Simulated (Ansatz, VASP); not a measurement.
**Ge2Sb2Te5 in VASP and in Ansatz**

```xyz
9
Lattice="4.5164 0.0000 0.0000 -2.2582 3.9114 0.0000 0.0000 0.0000 16.9832" Properties=species:S:1:pos:R:3 pbc="T T T"
Ge    0.0000    0.0000    5.6269
Ge    0.0000    0.0000   11.3563
Sb    0.0000    2.6076    1.9038
Sb    2.2582    1.3038   15.0794
Te    0.0000    0.0000    0.0000
Te    0.0000    2.6076   13.4411
Te    2.2582    1.3038    3.5421
Te    0.0000    2.6076    6.9564
Te    2.2582    1.3038   10.0268
```

Alike in both runs: task single point; functional PBE; k mesh 12 × 12 × 2; occupations gaussian, width 0.03 eV; no spin polarisation.

|  | VASP | Ansatz |
| --- | --- | --- |
| version | VASP 6.6.1 | Ansatz 0.2.0 |
| potentials or method | VASP PAW PBE potentials, release 64 (Ge_d, Sb, Te), cutoff 520 eV | scalar-relativistic, plane waves, PAW |
| valence electrons in the cell | 68 | 138 |

|  | VASP | Ansatz | Ansatz less VASP |
| --- | --- | --- | --- |
| gap on the k mesh at the Fermi level (eV) | none | none | - |
| pressure (GPa) | -2.4 | -2.4 | +0.02 |
| traceless stress, the component that is largest in VASP (GPa) | 2.30 | 2.31 | +0.012 |
| rms of the force components (eV/Å) | 0.039 | 0.043 | +0.0037 |

Atom by atom the forces differ by 0.005 eV/Å (rms over components). A gap of «none» marks a metal or a gap that the smearing closes. With one functional, cell and mesh, what is left measures potentials, basis and numerics. VASP's potentials hold 68 valence electrons a cell and Ansatz's 138, so a difference there can come from the potentials and not from the codes.

Neither program's run includes spin-orbit coupling.
